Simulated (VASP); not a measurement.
A run of VASP 6.6.1 is set up as follows.

Contents of POSCAR:

```
NaCl
1.0
    0.0000000000      3.0872727869      3.0872727869
    3.0872727869      0.0000000000      3.0872727869
    3.0872727869      3.0872727869      0.0000000000
Na Cl
1 1
Direct
    0.0000000000      0.0000000000      0.0000000000
    0.2500000000      0.2500000000      0.2500000000
```

The input INCAR.step1:

```
SYSTEM = NaCl
ALGO = Normal ; EDIFF = 1E-4
ENCUT = 520 ; GGA = PE
ISMEAR = 0 ; LASPH = .TRUE.
LCHARG = .FALSE. ; LREAL = .FALSE.
LWAVE = .TRUE. ; NBANDS = 14
NELM = 100 ; PREC = Accurate
SIGMA = 0.01
```

Contents of INCAR.step2:

```
SYSTEM = NaCl
ALGO = Normal ; EDIFF = 1E-6
ENCUT = 520 ; ISIF = 2
ISMEAR = 0 ; ISTART = 1
LASPH = .TRUE. ; LCHARG = .TRUE.
LELF = .TRUE. ; LMIXTAU = .TRUE.
LREAL = .FALSE. ; LVHAR = .TRUE.
LWAVE = .FALSE. ; METAGGA = R2SCAN
NBANDS = 14 ; NELM = 100
PREC = Accurate ; SIGMA = 0.01
```

File KPOINTS:

```
k-points
0
G
  6 6 6
  0 0 0
```

Potentials or basis: VASP PAW PBE potentials, release 64 (Na_pv, Cl).

Run with:

```console
$ cat potpaw_PBE.64/Na_pv/POTCAR potpaw_PBE.64/Cl/POTCAR > POTCAR
$ cp INCAR.step1 INCAR
$ mpirun -np 1 vasp_std > vasp.out
$ cp INCAR.step2 INCAR
$ mpirun -np 1 vasp_std > vasp.out
```

Estimate the band gap on the k mesh.

5.57 eV, direct.

Predict the pressure.

-0.1 GPa.

Caveat: the PAW data sets were made with another functional, which shifts forces and pressure a little. r2SCAN opens gaps a little over a GGA but as a rule still falls short of measured ones.
